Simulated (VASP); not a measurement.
KB5F, 7 atoms in the cell. It takes space group P4/mmm (No. 123, tetragonal). The conventional cell has a = 3.101 Å, b = 3.101 Å, c = 8.522 Å, α = 90.00°, β = 90.00°, γ = 90.00°. K (site symmetry 4/mmm) has 12 B at 2.19 to 2.85 Å within 2.9 Å. B (site symmetry 4/mmm) has 4 K at 2.19 Å and 8 B at 2.85 Å within 2.9 Å. B (site symmetry 2mm) has 6 B at 2.19 to 2.85 Å and 2 F at 2.43 Å and 2 K at 2.85 Å within 2.9 Å. F (site symmetry 4/mmm) has 8 B at 2.43 Å and 4 F at 3.10 Å within 3.2 Å. The cell was built from a structure type or drawn by symmetry, and may not be a known phase.

```yaml
Program: VASP 6.6.1
Task: single point
Functional: PBE
Potentials_or_basis: VASP PAW PBE potentials, release 64 (K_sv, B, F)
Cutoff: 520 eV
k_mesh: 12 × 12 × 6
Occupations: gaussian, width 0.1 eV
Spin: no spin polarisation
Dipole_correction: no
Further_INCAR_settings: ALGO = Normal; EDIFF = 1e-06; NBANDS = 24
```

Potentials or basis: VASP PAW PBE potentials, release 64 (K_sv, B, F).

Launch:

```sh
$ cat potpaw_PBE.64/K_sv/POTCAR potpaw_PBE.64/B/POTCAR potpaw_PBE.64/F/POTCAR > POTCAR
$ mpirun -np 1 vasp_std > vasp.out
```

Hardware: 1 thread of Intel(R) Xeon(R) 6975P-C (Granite Rapids) (shared host).

Task: How long does it take, and how much memory?

Result: Wall time 88 s on 1 thread of Intel(R) Xeon(R) 6975P-C (Granite Rapids), on a shared host, peak memory 0.32 GiB. Counts: scf iterations 15, k points 112.
